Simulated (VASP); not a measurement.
A run of VASP 6.6.1 is set up as follows.

The input INCAR:

```
SYSTEM = Si2Ni
PREC = Accurate
ENCUT = 520
EDIFF = 1E-6
ISMEAR = 0
SIGMA = 0.1
LREAL = .False.
LASPH = .True.
NELM = 80
ALGO = Normal
ISIF = 2
LWAVE = .False.
LCHARG = .False.
GGA = PE
NBANDS = 16
```

File KPOINTS:

```
Automatic mesh
0
Gamma
  6 6 6
  0 0 0
```

The input POSCAR:

```
Si2Ni
1.0
    0.0000000000      2.7241162073      2.7241162073
    2.7241162073      0.0000000000      2.7241162073
    2.7241162073      2.7241162073      0.0000000000
Si Ni
2 1
Direct
    0.2500000000      0.2500000000      0.2500000000
    0.7500000000      0.7500000000      0.7500000000
    0.0000000000      0.0000000000      0.0000000000
```

Potentials or basis: VASP PAW PBE potentials, release 64 (Si, Ni).

Run with:

```console
$ cat potpaw_PBE.64/Si/POTCAR potpaw_PBE.64/Ni/POTCAR > POTCAR
$ mpirun -np 1 vasp_std > vasp.out
```

(1) Estimate the band gap on the k mesh.

(2) Predict the pressure.

Results:

(1) zero (band 9 reaches 11.80 eV, above the bottom of band 10 at 9.67 eV).

(2) 0.1 GPa.
